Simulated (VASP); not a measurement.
# Al (Fm-3m) in VASP: single point with PBEsol

Aim: the single point of Al with PBEsol.

Everything below comes from runs of VASP 6.6.1. Logs are shortened: lines on timing, memory, paths and dates and some standing lists are left out, and cuts for length are marked.

## 1. The cell of the first run

Symmetry: Fm-3m, No. 225, cubic system. Conventional cell: a = 4.015 Å, b = 4.015 Å, c = 4.015 Å, α = 90.00°, β = 90.00°, γ = 90.00°. Within 3.7 Å of Al (site symmetry m-3m) lie 12 Al at 2.84 Å.

## 2. Single point, PBEsol

The input, INCAR:

```
SYSTEM = Al
  PREC = Accurate
  ENCUT = 500
  EDIFF = 1E-6
  ISMEAR = 0
  SIGMA = 0.1
  LREAL = .False.
  LASPH = .True.
  NELM = 120
  ALGO = Normal
  ISIF = 2
  LWAVE = .False.
  LCHARG = .False.
  GGA = PS
  NBANDS = 8
  GGA_COMPAT = .False.
```

The input, KPOINTS:

```
regular mesh
0
Gamma
  18 18 18
  0 0 0
```

The input, POSCAR:

```
Al
1.0
    0.0000000000      2.0073809534      2.0073809534
    2.0073809534      0.0000000000      2.0073809534
    2.0073809534      2.0073809534      0.0000000000
Al
1
Direct
    0.0000000000      0.0000000000      0.0000000000
```

Potentials or basis: VASP PAW PBE potentials, release 64 (Al).

The run is started by

```console
$ cat potpaw_PBE.64/Al/POTCAR > POTCAR
$ mpirun -np 1 vasp_std > vasp.out
```

OUTCAR:

```text
SYSTEM = Al
   PREC = Accurate
   ENCUT = 500
   EDIFF = 1E-6
   ISMEAR = 0
   LREAL = .False.
   LASPH = .True.
   NELM = 120
   ISIF = 2
   GGA = PS

 ion  position               nearest neighbor table
   1  0.000  0.000  0.000-

  LATTYP: Found a face centered cubic cell.
 ALAT       =     4.0147619068

  Lattice vectors:

 A1 = (   0.0000000000,   2.0073809534,   2.0073809534)
 A2 = (   2.0073809534,   0.0000000000,   2.0073809534)
 A3 = (   2.0073809534,   2.0073809534,   0.0000000000)

Analysis of symmetry for initial positions (statically):
=====================================================================
 Subroutine PRICEL returns:
 Original cell was already a primitive cell.

 Routine SETGRP: Setting up the symmetry group for a
 face centered cubic supercell.

 Subroutine GETGRP returns: Found 48 space group operations
 (whereof 48 operations were pure point group operations)
 out of a pool of 48 trial point group operations.

The static configuration has the point symmetry O_h .

Analysis of symmetry for dynamics (positions and initial velocities):
=====================================================================
 Subroutine PRICEL returns:
 Original cell was already a primitive cell.

 Routine SETGRP: Setting up the symmetry group for a
 face centered cubic supercell.

 Subroutine GETGRP returns: Found 48 space group operations
 (whereof 48 operations were pure point group operations)
 out of a pool of 48 trial point group operations.

The dynamic configuration has the point symmetry O_h .

 Subroutine INISYM returns: Found 48 space group operations
 (whereof 48 operations are pure point group operations),
 and found     1 'primitive' translations

----------------------------------------------------------------------------------------

                                     Primitive cell

  volume of cell :      16.1778

  direct lattice vectors                    reciprocal lattice vectors
     0.000000000  2.007380953  2.007380953    -0.249080773  0.249080773  0.249080773
     2.007380953  0.000000000  2.007380953     0.249080773 -0.249080773  0.249080773
     2.007380953  2.007380953  0.000000000     0.249080773  0.249080773 -0.249080773

  length of vectors
     2.838865369  2.838865369  2.838865369     0.431420554  0.431420554  0.431420554

  position of ions in fractional coordinates (direct lattice)
     0.000000000  0.000000000  0.000000000

  ion indices of the primitive-cell ions
   primitive index   ion index
                 1           1

----------------------------------------------------------------------------------------

 KPOINTS: regular mesh

Automatic generation of k-mesh.
 Grid dimensions read from file:
 generate k-points for:   18   18   18

 Generating k-lattice:

  Cartesian coordinates                     Fractional coordinates (reciprocal lattice)
    -0.013837821  0.013837821  0.013837821     0.055555556  0.000000000  0.000000000
     0.013837821 -0.013837821  0.013837821     0.000000000  0.055555556  0.000000000
     0.013837821  0.013837821 -0.013837821     0.000000000  0.000000000  0.055555556

  Length of vectors
     0.023967809  0.023967809  0.023967809

  Shift w.r.t. Gamma in fractional coordinates (k-lattice)
     0.000000000  0.000000000  0.000000000

 Subroutine IBZKPT returns following result:
 ===========================================

 Found    195 irreducible k-points:

 Following reciprocal coordinates:
            Coordinates               Weight
  0.000000  0.000000  0.000000      1.000000
  0.055556  0.000000  0.000000      8.000000
  0.111111  0.000000  0.000000      8.000000
  0.166667  0.000000  0.000000      8.000000
  0.222222  0.000000  0.000000      8.000000
  0.277778  0.000000  0.000000      8.000000
[... 16 lines left out ...]
 -0.277778  0.055556  0.000000     24.000000
 -0.222222  0.055556  0.000000     24.000000
 [... further k-points ...]
   k-points           NKPTS =    195   k-points in BZ     NKDIM =    195   number of bands    NBANDS=      8
   number of dos      NEDOS =    301   number of ions     NIONS =      1
   total plane-waves  NPLWV =  13824
   dimension x,y,z NGX =    24 NGY =   24 NGZ =   24
   dimension x,y,z NGXF=    48 NGYF=   48 NGZF=   48
   ions per type =               1
   NGX,Y,Z   is equivalent  to a cutoff of  14.05, 14.05, 14.05 a.u.
   NGXF,Y,Z  is equivalent  to a cutoff of  28.11, 28.11, 28.11 a.u.
 SYSTEM =  Al
   PREC   = accura    normal or accurate (medium, high low for compatibility)
   ISTART =      0    job   : 0-new  1-cont  2-samecut
   ICHARG =      2    charge: 1-file 2-atom 10-const
   ISPIN  =      1    spin polarized calculation?
   LNONCOLLINEAR =      F non collinear calculations
   LSORBIT =      F    spin-orbit coupling
   LASPH  =      T    aspherical Exc in radial PAW
   ENCUT  =  500.0 eV  36.75 Ry    6.06 a.u.   5.18  5.18  5.18*2*pi/ulx,y,z
   NELM   =    120;   NELMIN=  2; NELMDL= -5     # of ELM steps
   EDIFF  = 0.1E-05   stopping-criterion for ELM
   LREAL  =      F    real-space projection
   EDIFFG = 0.1E-04   stopping-criterion for IOM
   NSW    =      0    number of steps for IOM
   IBRION =     -1    ionic relax: 0-MD 1-quasi-New 2-CG
   NFREE  =      0    steps in history (QN), initial steepest desc. (CG)
   ISIF   =      2    stress and relaxation
   ISYM   =      2    0-nonsym 1-usesym 2-fastsym
   POTIM  = 0.5000    time-step for ionic-motion
   TEBEG  =    0.0;   TEEND  =   0.0 temperature during run
   PSTRESS=    0.0 pullay stress
   NELECT =       3.0000    total number of electrons
   NUPDOWN=      -1.0000    fix difference up-down
   EMIN   =  10.00;   EMAX   =-10.00  energy-range for DOS
   EFERMI =   0.00;   METHOD = LEGACY
   ISMEAR =     0;   SIGMA  =   0.10  broadening in eV -4-tet -1-fermi 0-gaus
   EFERMI_NEDOS =   21; number of points for ismear=-14 and -15
   IALGO  =     38    algorithm
   IMIX   =      4    mixing-type and parameters
     AMIX     =   0.40;   BMIX     =  1.00
     AMIX_MAG =   1.60;   BMIX_MAG =  1.00
  volume/ion in A,a.u.               =      16.18       109.17
  Fermi-wavevector in a.u.,A,eV,Ry     =   0.933560  1.764172 11.857937  0.871534
  Thomas-Fermi vector in A             =   2.060274
   LORBIT       =      0    0 simple, 1 ext, 2 COOP (PROOUT), +10 PAW based schemes
   GGA     = PS    functional components
   LHFCALC =     F    Hartree Fock is set to
   AEXX    =    0.0000 exact exchange contribution
   IVDW    =     0    specifies the selected vdW correction
   LEPSILON=     F    determine dielectric tensor
   LRPA    =     F    only Hartree local field effects (RPA)
 non-spin polarized calculation
 Gauss-broadening in eV      SIGMA  =   0.10
  energy-cutoff  :      500.00
  volume of cell :       16.18
 maximum number of plane-waves:       424
 NGX is ok and might be reduce to    24
   NGX = 11   NGY = 11   NGZ = 11

 number of electron       3.0000000 magnetization

 Free energy of the ion-electron system (eV)
  ---------------------------------------------------
  ext. energy  EPLUGINS =         0.00000000
  ---------------------------------------------------
  free energy    TOTEN  =        -4.09066714 eV

  energy without entropy =       -4.08767910  energy(sigma->0) =       -4.08917312

 E-fermi :   8.1473     XC(G=0): -10.3289

 val. band max:        8.1327498202   @ k =  -0.2778   0.2778   0.0556
 cond. band min:       8.1557782251   @ k =  -0.4444   0.3333   0.1111
 fundamental gap:      0.0230284050
 Fermi energy:         8.1473275220

 k-point     1 :       0.0000    0.0000    0.0000
  band No.  band energies     occupation
      1      -3.1099      2.00000
      2      20.8611      0.00000
      3      20.8611      0.00000
      4      20.8611      0.00000
      5      22.5027      0.00000
      6      22.5027      0.00000
      7      22.5027      0.00000
      8      24.7853      0.00000

 k-point     2 :       0.0556    0.0000    0.0000
  band No.  band energies     occupation
      1      -3.0249      2.00000
      2      19.3602      0.00000
      3      20.5679      0.00000
      4      20.5679      0.00000
      5      22.9291      0.00000
      6      22.9291      0.00000
      7      23.0498      0.00000
      8      25.6794      0.00000

 k-point     3 :       0.1111    0.0000    0.0000
  band No.  band energies     occupation
      1      -2.7703      2.00000
      2      17.1224      0.00000
      3      20.0693      0.00000
      4      20.0693      0.00000
      5      23.1007      0.00000
      6      23.7990      0.00000
      7      23.7990      0.00000
      8      26.2232      0.00000

 k-point     4 :       0.1667    0.0000    0.0000
  band No.  band energies     occupation
      1      -2.3469      2.00000
      2      14.8647      0.00000
      3      19.6282      0.00000
      4      19.6282      0.00000
      5      22.9306      0.00000
      6      24.4016      0.00000
      7      24.4016      0.00000
      8      25.5743      0.00000

 k-point     5 :       0.2222    0.0000    0.0000
  band No.  band energies     occupation
      1      -1.7563      2.00000
      2      12.6823      0.00000
      3      19.3024      0.00000
      4      19.3024      0.00000
      5      22.7539      0.00000
      6      23.5865      0.00000
      7      23.5865      0.00000
      8      26.5533      0.00000
[... 177 lines left out ...]
 k-point    22 :      -0.3333    0.0556    0.0000
  band No.  band energies     occupation
      1       0.3325      2.00000
      2       8.1023      1.47552
      3      17.3682      0.00000
      4      20.2657      0.00000
      5      20.3216      0.00000
      6      21.7721      0.00000
      7      23.3378      0.00000
      8      26.2420      0.00000

 k-point    23 :      -0.2778    0.0556    0.0000
  band No.  band energies     occupation
      1      -0.6384      2.00000
      2      10.0067      0.00000
      3      17.3862      0.00000
      4      20.2932      0.00000
      5      21.1825      0.00000
      6      22.6423      0.00000
      7      23.2925      0.00000
      8      27.0400      0.00000

 k-point    24 :      -0.2222    0.0556    0.0000
  band No.  band energies     occupation
      1      -1.4480      2.00000
      2      12.0353      0.00000
      3      17.5495      0.00000
      4      20.4288      0.00000
      5      22.1881      0.00000
      6      23.2709      0.00000
      7      23.7135      0.00000
      8      25.9248      0.00000

 [... further k-points ...]
[... 5 lines left out ...]
  --------------------------------------------------------------------------------------
  -------------------------------------------------------------------------------------
  Total        0.0078365      0.0078365      0.0078365      0.0000000      0.0000000      0.0000000
  in kB        0.7760948      0.7760948      0.7760948      0.0000000      0.0000000      0.0000000
  external PRESSURE =       0.7760948 kB  Pullay stress =       0.0000000 kB

 VOLUME and BASIS-vectors are now :
 -----------------------------------------------------------------------------
  energy-cutoff  :      500.00
  volume of cell :       16.18
      direct lattice vectors                 reciprocal lattice vectors
     0.000000000  2.007380953  2.007380953    -0.249080773  0.249080773  0.249080773
     2.007380953  0.000000000  2.007380953     0.249080773 -0.249080773  0.249080773
     2.007380953  2.007380953  0.000000000     0.249080773  0.249080773 -0.249080773

 POSITION                                       TOTAL-FORCE (eV/Angst)
 -----------------------------------------------------------------------------------
      0.00000      0.00000      0.00000        -0.000000      0.000000      0.000000
 -----------------------------------------------------------------------------------
    total drift:                               -0.000000     -0.000000      0.000000

  FREE ENERGIE OF THE ION-ELECTRON SYSTEM (eV)
  ---------------------------------------------------
  free  energy   TOTEN  =        -4.0906671351 eV

  energy  without entropy=       -4.0876790977  energy(sigma->0) =       -4.08917312
```

It took 10 s on 1 thread of Intel Xeon Platinum 8259CL at 2.50GHz (Skylake/Cascade Lake), shared host; peak memory 0.14 GiB.

What came out:

```yaml
Free_energy: -4.0907 eV
Pressure: 0.1 GPa
```

Caveat: the PAW data sets were made with another functional, which shifts forces and pressure a little.
